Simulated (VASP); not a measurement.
# Re (C2/c) in VASP: single point with PBE

Aim: the single point of Re with PBE.

Program: VASP 6.6.1. These are calculated values, not measurements. Logs are shortened: lines on timing, memory, paths and dates and some standing lists are left out, and cuts for length are marked.

## Step 1: The cell of the first run

The structure is monoclinic, space group C2/c (No. 15). Conventional cell: a = 2.758 Å, b = 4.792 Å, c = 4.463 Å, α = 90.00°, β = 92.30°, γ = 90.00°. Re (site symmetry 2) has 12 Re at 2.58 to 2.89 Å within 3.4 Å.

## Step 2: Single point, PBE (strained and its atoms moved)

INCAR

```
PREC = Accurate
ENCUT = 600
EDIFF = 1E-6
ISMEAR = 0
SIGMA = 0.1
LREAL = False
LASPH = True
NELM = 120
ALGO = Normal
ISIF = 2
LWAVE = False
LCHARG = False
GGA = PE
NBANDS = 14
GGA_COMPAT = False
```

KPOINTS

```
regular mesh
0
Gamma
  16 16 8
```

POSCAR

```
Re
1.0
    2.7572062895      0.0000000000     -0.0553067276
   -1.3786031448      2.3961687222      0.0276533638
   -0.0894715326      0.0000000000      4.4617216519
Re
2
Direct
    0.3646505112      0.7293010324      0.2500000000
    0.6353494888      0.2706989676      0.7500000000
```

Potentials or basis: VASP PAW PBE potentials, release 64 (Re).

On the command line:

```
$ cat potpaw_PBE.64/Re/POTCAR > POTCAR
$ mpirun -np 1 vasp_std > vasp.out
```

OUTCAR:

```text
PREC = Accurate
   ENCUT = 600
   EDIFF = 1E-6
   ISMEAR = 0
   LREAL = False
   LASPH = True
   NELM = 120
   ISIF = 2
   GGA = PE

 ion  position               nearest neighbor table
   1  0.365  0.729  0.250-   2 2.58   2 2.58   2 2.80   2 2.80   2 2.89   2 2.89
   2  0.635  0.271  0.750-   1 2.58   1 2.58   1 2.80   1 2.80   1 2.89   1 2.89

  LATTYP: Found a base centered monoclinic cell.
 ALAT       =     2.7577609318
 B/A-ratio  =     1.7377639190
 C/A-ratio  =     1.6182035951
 COS(beta)  =    -0.0400959858

  Lattice vectors:

 A1 = (   1.3786031448,  -2.3961687222,  -0.0276533638)
 A2 = (   1.3786031447,   2.3961687222,  -0.0276533638)
 A3 = (  -0.0894715326,   0.0000000000,   4.4617216519)

Analysis of symmetry for initial positions (statically):
=====================================================================
 Subroutine PRICEL returns:
 Original cell was already a primitive cell.

 Routine SETGRP: Setting up the symmetry group for a
 base centered monoclinic supercell.

 Subroutine GETGRP returns: Found  4 space group operations
 (whereof  2 operations were pure point group operations)
 out of a pool of  4 trial point group operations.

The static configuration has the point symmetry S_2 .
 The point group associated with its full space group is C_2h.

Analysis of symmetry for dynamics (positions and initial velocities):
=====================================================================
 Subroutine PRICEL returns:
 Original cell was already a primitive cell.

 Routine SETGRP: Setting up the symmetry group for a
 base centered monoclinic supercell.

 Subroutine GETGRP returns: Found  4 space group operations
 (whereof  2 operations were pure point group operations)
 out of a pool of  4 trial point group operations.

The dynamic configuration has the point symmetry S_2 .
 The point group associated with its full space group is C_2h.

 Subroutine INISYM returns: Found  4 space group operations
 (whereof  2 operations are pure point group operations),
 and found     1 'primitive' translations

----------------------------------------------------------------------------------------

                                     Primitive cell

  volume of cell :      29.4655

  direct lattice vectors                    reciprocal lattice vectors
     2.757206290  0.000000000 -0.055306728     0.362831904  0.208666441  0.007275919
    -1.378603145  2.396168722  0.027653364     0.000000000  0.417332883  0.000000000
    -0.089471533  0.000000000  4.461721652     0.004497601  0.000000000  0.224218919

  length of vectors
     2.757760932  2.764586024  4.462618654     0.418618697  0.417332883  0.224264023

  position of ions in fractional coordinates (direct lattice)
     0.364650511  0.729301032  0.250000000
     0.635349489  0.270698968  0.750000000

  ion indices of the primitive-cell ions
   primitive index   ion index
                 1           1
                 2           2

----------------------------------------------------------------------------------------

 KPOINTS: regular mesh

Automatic generation of k-mesh.
 Grid dimensions read from file:
 generate k-points for:   16   16    8

 Generating k-lattice:

  Cartesian coordinates                     Fractional coordinates (reciprocal lattice)
     0.022676994  0.013041653  0.000454745     0.062500000  0.000000000  0.000000000
     0.000000000  0.026083305  0.000000000     0.000000000  0.062500000  0.000000000
     0.000562200  0.000000000  0.028027365    -0.000000000  0.000000000  0.125000000

  Length of vectors
     0.026163669  0.026083305  0.028033003

  Shift w.r.t. Gamma in fractional coordinates (k-lattice)
     0.000000000  0.000000000  0.000000000

 Subroutine IBZKPT returns following result:
 ===========================================

 Found    554 irreducible k-points:

 Following reciprocal coordinates:
            Coordinates               Weight
  0.000000  0.000000  0.000000      1.000000
  0.062500  0.000000  0.000000      4.000000
  0.125000  0.000000  0.000000      4.000000
  0.187500  0.000000  0.000000      4.000000
  0.250000  0.000000  0.000000      4.000000
  0.312500  0.000000  0.000000      4.000000
[... 16 lines left out ...]
 -0.187500  0.062500 -0.000000      4.000000
 -0.125000  0.062500 -0.000000      2.000000
 [... further k-points ...]
   k-points           NKPTS =    554   k-points in BZ     NKDIM =    554   number of bands    NBANDS=     14
   number of dos      NEDOS =    301   number of ions     NIONS =      2
   total plane-waves  NPLWV =  20736
   dimension x,y,z NGX =    24 NGY =   24 NGZ =   36
   dimension x,y,z NGXF=    48 NGYF=   48 NGZF=   72
   ions per type =               2
   NGX,Y,Z   is equivalent  to a cutoff of  14.47, 14.43, 13.41 a.u.
   NGXF,Y,Z  is equivalent  to a cutoff of  28.94, 28.86, 26.82 a.u.
 SYSTEM =  unknown system
   PREC   = accura    normal or accurate (medium, high low for compatibility)
   ISTART =      0    job   : 0-new  1-cont  2-samecut
   ICHARG =      2    charge: 1-file 2-atom 10-const
   ISPIN  =      1    spin polarized calculation?
   LNONCOLLINEAR =      F non collinear calculations
   LSORBIT =      F    spin-orbit coupling
   LASPH  =      T    aspherical Exc in radial PAW
   ENCUT  =  600.0 eV  44.10 Ry    6.64 a.u.   5.51  5.52  8.91*2*pi/ulx,y,z
   NELM   =    120;   NELMIN=  2; NELMDL= -5     # of ELM steps
   EDIFF  = 0.1E-05   stopping-criterion for ELM
   LREAL  =      F    real-space projection
   EDIFFG = 0.1E-04   stopping-criterion for IOM
   NSW    =      0    number of steps for IOM
   IBRION =     -1    ionic relax: 0-MD 1-quasi-New 2-CG
   NFREE  =      0    steps in history (QN), initial steepest desc. (CG)
   ISIF   =      2    stress and relaxation
   ISYM   =      2    0-nonsym 1-usesym 2-fastsym
   POTIM  = 0.5000    time-step for ionic-motion
   TEBEG  =    0.0;   TEEND  =   0.0 temperature during run
   PSTRESS=    0.0 pullay stress
   NELECT =      14.0000    total number of electrons
   NUPDOWN=      -1.0000    fix difference up-down
   EMIN   =  10.00;   EMAX   =-10.00  energy-range for DOS
   EFERMI =   0.00;   METHOD = LEGACY
   ISMEAR =     0;   SIGMA  =   0.10  broadening in eV -4-tet -1-fermi 0-gaus
   EFERMI_NEDOS =   21; number of points for ismear=-14 and -15
   IALGO  =     38    algorithm
   IMIX   =      4    mixing-type and parameters
     AMIX     =   0.40;   BMIX     =  1.00
     AMIX_MAG =   1.60;   BMIX_MAG =  1.00
  volume/ion in A,a.u.               =      14.73        99.42
  Fermi-wavevector in a.u.,A,eV,Ry     =   1.277456  2.414042 22.203273  1.631895
  Thomas-Fermi vector in A             =   2.410055
   LORBIT       =      0    0 simple, 1 ext, 2 COOP (PROOUT), +10 PAW based schemes
   GGA     = PE    functional components
   LHFCALC =     F    Hartree Fock is set to
   AEXX    =    0.0000 exact exchange contribution
   IVDW    =     0    specifies the selected vdW correction
   LEPSILON=     F    determine dielectric tensor
   LRPA    =     F    only Hartree local field effects (RPA)
 non-spin polarized calculation
 Gauss-broadening in eV      SIGMA  =   0.10
  energy-cutoff  :      600.00
  volume of cell :       29.47
 maximum number of plane-waves:      1005
 NGX is ok and might be reduce to    24
   NGX = 11   NGY = 11   NGZ = 17

 number of electron      14.0000001 magnetization

 Free energy of the ion-electron system (eV)
  ---------------------------------------------------
  ext. energy  EPLUGINS =         0.00000000
  ---------------------------------------------------
  free energy    TOTEN  =       -24.62832838 eV

  energy without entropy =      -24.62156458  energy(sigma->0) =      -24.62494648

 E-fermi :   7.9662     XC(G=0): -13.7119

 val. band max:        7.9637015932   @ k =   0.5000   0.2500   0.5000
 cond. band min:       7.9677227559   @ k =  -0.3750   0.1875   0.5000
 fundamental gap:      0.0040211627
 Fermi energy:         7.9662078975

 k-point     1 :       0.0000    0.0000    0.0000
  band No.  band energies     occupation
      1      -1.9738      2.00000
      2       1.3282      2.00000
      3       5.7235      2.00000
      4       6.1587      2.00000
      5       6.6153      2.00000
      6       6.8252      2.00000
      7       7.4338      2.00000
      8       7.7170      1.99957
      9       8.5429      0.00000
     10       9.2071      0.00000
     11       9.9289      0.00000
     12      12.1027      0.00000
     13      18.1293      0.00000
     14      21.9497      0.00000

 k-point     2 :       0.0625    0.0000    0.0000
  band No.  band energies     occupation
      1      -1.8140      2.00000
      2       1.4746      2.00000
      3       5.6598      2.00000
      4       6.2938      2.00000
      5       6.6329      2.00000
      6       6.7651      2.00000
      7       7.2021      2.00000
      8       7.7936      1.98538
      9       7.9324      1.36697
     10       9.0480      0.00000
     11      10.6368      0.00000
     12      12.3466      0.00000
     13      18.1186      0.00000
     14      22.3162      0.00000

 k-point     3 :       0.1250    0.0000    0.0000
  band No.  band energies     occupation
      1      -1.3533      2.00000
      2       1.8749      2.00000
      3       5.4165      2.00000
      4       6.2425      2.00000
      5       6.4968      2.00000
      6       6.6741      2.00000
      7       6.9394      2.00000
      8       7.4805      2.00000
      9       8.1002      0.05813
     10       8.7488      0.00000
     11      11.2992      0.00000
     12      13.2223      0.00000
     13      18.0479      0.00000
     14      23.3205      0.00000
[... 324 lines left out ...]
 k-point    23 :      -0.1875    0.0625   -0.0000
  band No.  band energies     occupation
      1      -0.9191      2.00000
      2       2.2110      2.00000
      3       5.2212      2.00000
      4       5.4425      2.00000
      5       6.1357      2.00000
      6       7.0390      2.00000
      7       7.3834      2.00000
      8       7.6052      2.00000
      9       8.1054      0.04907
     10       8.4280      0.00000
     11      12.1550      0.00000
     12      13.5558      0.00000
     13      18.0068      0.00000
     14      24.2979      0.00000

 k-point    24 :      -0.1250    0.0625   -0.0000
  band No.  band energies     occupation
      1      -1.5042      2.00000
      2       1.7377      2.00000
      3       5.5706      2.00000
      4       6.3574      2.00000
      5       6.4969      2.00000
      6       6.6923      2.00000
      7       6.7472      2.00000
      8       7.7727      1.99379
      9       8.0143      0.49602
     10       8.5933      0.00000
     11      11.9780      0.00000
     12      12.2566      0.00000
     13      18.1061      0.00000
     14      23.0616      0.00000

 [... further k-points ...]

------------------------ aborting loop because EDIFF is reached ----------------------------------------

  FORCE on cell =-STRESS in cart. coord.  units (eV):
  Direction    XX          YY          ZZ          XY          YZ          ZX
  --------------------------------------------------------------------------------------
  -------------------------------------------------------------------------------------
  Total        0.9634400      2.4873373      1.6106798     -0.0000000      0.0000000      0.9275426
  in kB       52.3866770    135.2480019     87.5800899     -0.0000000      0.0000000     50.4347710
  external PRESSURE =      91.7382562 kB  Pullay stress =       0.0000000 kB

 VOLUME and BASIS-vectors are now :
 -----------------------------------------------------------------------------
  energy-cutoff  :      600.00
  volume of cell :       29.47
      direct lattice vectors                 reciprocal lattice vectors
     2.757206290  0.000000000 -0.055306728     0.362831904  0.208666441  0.007275919
    -1.378603145  2.396168722  0.027653364     0.000000000  0.417332883  0.000000000
    -0.089471533  0.000000000  4.461721652     0.004497601  0.000000000  0.224218919

 POSITION                                       TOTAL-FORCE (eV/Angst)
 -----------------------------------------------------------------------------------
     -0.02237      1.74753      1.11543         0.000000     -1.377645      0.000000
      1.31150      0.64864      3.31864        -0.000000      1.377645     -0.000000
 -----------------------------------------------------------------------------------
    total drift:                                0.000000     -0.000000     -0.000000

  FREE ENERGIE OF THE ION-ELECTRON SYSTEM (eV)
  ---------------------------------------------------
  free  energy   TOTEN  =       -24.6283283825 eV

  energy  without entropy=      -24.6215645832  energy(sigma->0) =      -24.62494648
```

It took 3.1 min on 1 thread of Intel Xeon Platinum 8488C (Sapphire Rapids), shared host; peak memory 0.36 GiB.

What came out:

| Quantity | Value |
| --- | --- |
| Free energy | -24.6283 eV |
| Pressure | 9.2 GPa |
| Largest force | 1.378 eV/Å |
| Band gap on the k mesh | zero (bands 7 and 8 overlap by 3.11 eV) |

Forces in eV/Å, atoms in the order of the input:
```
Re   0.000 -1.378  0.000
Re   0.000  1.378  0.000
```

Caveat: the cell differs from its parent crystal (strained and its atoms moved); the stress differs along the axes, from 5 to 14 GPa; spin-orbit coupling is left out, which moves the levels of the heavy elements; forces of over 1 eV/Å act on the atoms, so gaps and moduli don't describe the material at rest.
